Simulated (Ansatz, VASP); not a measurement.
Hg3Mo in VASP and in Ansatz

INCAR

```
PREC     = Accurate       # precision mode
ENCUT    = 600            # plane-wave cutoff, eV
EDIFF    = 1E-6           # SCF threshold, eV
ISMEAR   = 0              # smearing method
SIGMA    = 0.1            # smearing width, eV
LREAL    = F              # projectors in reciprocal space
LASPH    = T              # aspherical terms in the spheres
NELM     = 100            # most SCF steps
ALGO     = Normal         # electronic algorithm
ISIF     = 3              # what is computed and relaxed
LWAVE    = F              # write WAVECAR
LCHARG   = F              # write CHGCAR
GGA      = PE             # functional
IBRION   = 2              # ionic algorithm
NSW      = 100            # ionic steps
EDIFFG   = -0.01          # ionic threshold
```

File KPOINTS:

```
Automatic mesh
0
Gamma
  12 12 12
```

Contents of POSCAR:

```
Hg3Mo
1.0
    4.2948894463      0.0000000000      0.0000000000
    0.0000000000      4.2948894463      0.0000000000
    0.0000000000      0.0000000000      4.2948894463
Hg Mo
3 1
Direct
    0.0000000000      0.5000000000      0.5000000000
    0.5000000000      0.0000000000      0.5000000000
    0.5000000000      0.5000000000      0.0000000000
    0.0000000000      0.0000000000      0.0000000000
```

Input for Ansatz:

```yaml
crystal:
  lattice:
    - [4.2948894463, 0.0, 0.0]
    - [0.0, 4.2948894463, 0.0]
    - [0.0, 0.0, 4.2948894463]
  atoms:
    - { symbol: Hg, position: [0.0, 0.5, 0.5] }
    - { symbol: Hg, position: [0.5, 0.0, 0.5] }
    - { symbol: Hg, position: [0.5, 0.5, 0.0] }
    - { symbol: Mo, position: [0.0, 0.0, 0.0] }
basis:
  ecutwfc: 420
kpoints:
  mp_grid: { grid: [12, 12, 12] }
hamiltonian:
  xc: pbe
scf:
  occupations: { method: gaussian, width: 0.1 }
output:
  forces: true
  stress: true
  eigenvalues: true
relax:
  adjacent_minimum: "off"
  f_tol: 0.01
  max_steps: 80
  cell: { stress_tol: 0.05 }
```

Alike in both runs: task relaxation of cell and atoms; functional PBE; k mesh 12 × 12 × 12; occupations gaussian, width 0.1 eV; no spin polarisation.

|  | VASP | Ansatz |
| --- | --- | --- |
| version | VASP 6.6.1 | Ansatz 0.2.0 |
| potentials or method | VASP PAW PBE potentials, release 64 (Hg, Mo_sv), cutoff 600 eV | scalar-relativistic, plane waves, PAW |
| valence electrons in the cell | 50 | 74 |

Ansatz gave:

| Property | Result |
| --- | --- |
| gap on the k mesh at the Fermi level, each at its own relaxed structure (eV) | none |
| relaxed volume (Å³/atom) | 19.79 |
| relaxed length of the cell vector where the two differ most in proportion (Å) | 4.294 |

Problem. What did VASP give for the same quantities?

Solution. gap on the k mesh at the Fermi level, each at its own relaxed structure (eV): none; relaxed volume (Å³/atom): 19.93; relaxed length of the cell vector where the two differ most in proportion (Å): 4.304.

A gap of «none» marks a metal or a gap that the smearing closes. VASP's potentials hold 50 valence electrons a cell and Ansatz's 74, so a difference there can come from the potentials and not from the codes.

Neither program's run includes spin-orbit coupling.
